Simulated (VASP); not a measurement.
MnSb, 4 atoms in the cell. The structure is hexagonal, space group P6_3/mmc (No. 194). Conventional cell: a = 4.150 Å, b = 4.150 Å, c = 5.780 Å, α = 90.00°, β = 90.00°, γ = 120.00°. Within 3.8 Å of Sb (site symmetry -6m2) lie 6 Mn at 2.80 Å and 6 Sb at 3.75 Å. Within 3.7 Å of Mn (site symmetry -3m) lie 6 Sb at 2.80 Å and 2 Mn at 2.89 Å. 

- Program: VASP 6.6.1
- Task: single point
- Functional: PBE
- Potentials or basis: VASP PAW PBE potentials, release 64 (Sb, Mn_pv)
- Cutoff: 520 eV
- k mesh: 6 × 6 × 4
- Occupations: fermi-dirac, width 0.05 eV
- Spin: collinear spin, ferromagnetic start
- Starting moments: [0.0, 0.0, 5.0, 5.0] μB
- Fixed moment: 10 μB
- Dipole correction: no
- Further INCAR settings: ALGO = Normal; EDIFF = 1e-06; NBANDS = 30

Potentials or basis: VASP PAW PBE potentials, release 64 (Sb, Mn_pv).

Launch:

```bash
$ cat potpaw_PBE.64/Sb/POTCAR potpaw_PBE.64/Mn_pv/POTCAR > POTCAR
$ mpirun -np 1 vasp_std > vasp.out
```

Hardware: 1 thread of Intel(R) Xeon(R) 6975P-C (Granite Rapids), with other jobs on the host.

Question: Estimate the wall time of this run.

Answer: Run time: 54 s on 1 thread of Intel(R) Xeon(R) 6975P-C (Granite Rapids) (shared host), peak memory 0.29 GiB. Counts: scf iterations 15, k points 21.
